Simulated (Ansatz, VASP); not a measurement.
## Two plane-wave programs on HgP

```
CELL_PARAMETERS angstrom
0.00000 2.92629 2.92629
2.92629 0.00000 2.92629
2.92629 2.92629 0.00000
ATOMIC_POSITIONS crystal
Hg 0.00000 0.00000 0.00000
P 0.25000 0.25000 0.25000
```

Alike in both runs: task single point; functional PBEsol; k mesh 10 × 10 × 10; occupations gaussian, width 0.05 eV; no spin polarisation.

```csv
,VASP,Ansatz
version,VASP 6.6.1,Ansatz 0.2.0
potentials or method,"VASP PAW PBE potentials, release 64 (Hg, P), cutoff 500 eV","scalar-relativistic, plane waves, PAW"
valence electrons in the cell,17,25
```

Ansatz gave:

* pressure (GPa): -2.3

Task: What did VASP give for the same quantities?

Result: Pressure (GPa): -2.0.

VASP's potentials were made for PBE, not for PBEsol. VASP's potentials hold 17 valence electrons a cell and Ansatz's 25, so a difference there can come from the potentials and not from the codes.

Spin-orbit coupling is off throughout.
